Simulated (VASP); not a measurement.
Write the native input for VASP 6.6.1 that does the following.

```
Task                   : single point
Functional             : PBE
Potentials or basis    : VASP PAW PBE potentials, release 64 (Si, B)
Cutoff                 : 500 eV
k mesh                 : 4 × 4 × 4
Occupations            : gaussian, width 0.1 eV
Spin                   : no spin polarisation
Dipole correction      : no
Further INCAR settings : ALGO = Normal; EDIFF = 1e-06; NBANDS = 20
```

The structure of SiB6 lies in POSCAR:

```
SiB6
1.0
    4.1300000000      0.0000000000      0.0000000000
    0.0000000000      4.1300000000      0.0000000000
    0.0000000000      0.0000000000      4.1300000000
Si B
1 6
Direct
    0.0000000000      0.0000000000      0.0000000000
    0.2100000000      0.5000000000      0.5000000000
    0.5000000000      0.2100000000      0.5000000000
    0.7900000000      0.5000000000      0.5000000000
    0.5000000000      0.7900000000      0.5000000000
    0.5000000000      0.5000000000      0.2100000000
    0.5000000000      0.5000000000      0.7900000000
```

One way to write it, as run:

INCAR

```
PREC = Accurate
ENCUT = 500
EDIFF = 1E-6
ISMEAR = 0
SIGMA = 0.1
LREAL = False
LASPH = True
NELM = 120
ALGO = Normal
ISIF = 2
LWAVE = False
LCHARG = True
GGA = PE
LELF = True
LVHAR = True
NBANDS = 20
GGA_COMPAT = False
```

KPOINTS

```
regular mesh
0
Gamma
  4 4 4
```

Potentials or basis: VASP PAW PBE potentials, release 64 (Si, B).

Command:

```bash
$ cat potpaw_PBE.64/Si/POTCAR potpaw_PBE.64/B/POTCAR > POTCAR
$ mpirun -np 1 vasp_std > vasp.out
```

It gave:

* Pressure: 3.9 GPa
* Largest force: 2.634 eV/Å
* Band gap on the k mesh: 0.41 eV (least direct gap 1.41 eV)

Caveat: the cell stands under pressure; forces of over 1 eV/Å act on the atoms, so gaps and moduli don't describe the material at rest.

Run time: 9.5 s on 1 thread of Intel(R) Xeon(R) Platinum 8559C (Emerald Rapids) (shared host), peak memory 0.16 GiB.
